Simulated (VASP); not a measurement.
# W: relaxation of cell and atoms with PBE

The system is W.

```
W
1.0
    -1.58234    1.58234    1.58234
     1.58234   -1.58234    1.58234
     1.58234    1.58234   -1.58234
W
1
Direct
  0.00000 0.00000 0.00000
```

```
Program                : VASP 6.6.1
Task                   : relaxation of cell and atoms
Functional             : PBE
Potentials or basis    : VASP PAW PBE potentials, release 64 (W_sv)
Cutoff                 : 600 eV
k mesh                 : 15 × 15 × 15
Occupations            : methfessel-paxton, width 0.05 eV
Spin                   : no spin polarisation
Dipole correction      : no
Further INCAR settings : ALGO = Normal; EDIFF = 1e-06; IBRION = 2; EDIFFG = -0.03; NSW = 80; ISIF = 3
```

```json
{
 "Relaxed volume": "16.18 Å³/atom",
 "Relaxed cell": "a = 2.760 Å, b = 2.760 Å, c = 2.760 Å, α = 109.47°, β = 109.47°, γ = 109.47°",
 "Space group after relaxing (to 0.05 Å)": "Im-3m (No. 229)",
 "Energy gained by relaxing": "6.4 meV/atom",
 "Ionic steps": "3",
 "Pressure after relaxing": "-0.2 GPa",
 "Band gap on the k mesh": "zero (band 7 reaches 15.67 eV, above the bottom of band 8 at 9.95 eV)"
}
```

Step by step:
| step | energy change (eV) | largest force (eV/Å) | pressure (GPa) | volume (Å³) |
| --- | --- | --- | --- | --- |
| 1 | 0.0000 | 0.0000 | 6.51 | 15.85 |
| 2 | 0.0693 | 0.0000 | -18.89 | 17.37 |
| 3 | -0.0064 | 0.0000 | -0.16 | 16.18 |

Final structure:
```
CELL_PARAMETERS angstrom
-1.59332 1.59332 1.59332
1.59332 -1.59332 1.59332
1.59332 1.59332 -1.59332
ATOMIC_POSITIONS crystal
W 0.00000 0.00000 0.00000
```

Levels at points of the mesh, in eV from the Fermi level:
| k point | band 5 | band 6 | band 7 | band 8 | band 9 | band 10 |
| --- | --- | --- | --- | --- | --- | --- |
| (0.00, 0.00, 0.00) | -9.46 | -1.14 | -1.14 | -1.14 | 2.27 | 2.27 |

Run time: 29 s on 1 thread of Intel(R) Xeon(R) Platinum 8375C CPU @ 2.90GHz (Ice Lake), on a shared host, peak memory 0.17 GiB.

Caveat: spin-orbit coupling is left out, which moves the levels of the heavy elements. PBE usually gives volumes a little too large and moduli too small.
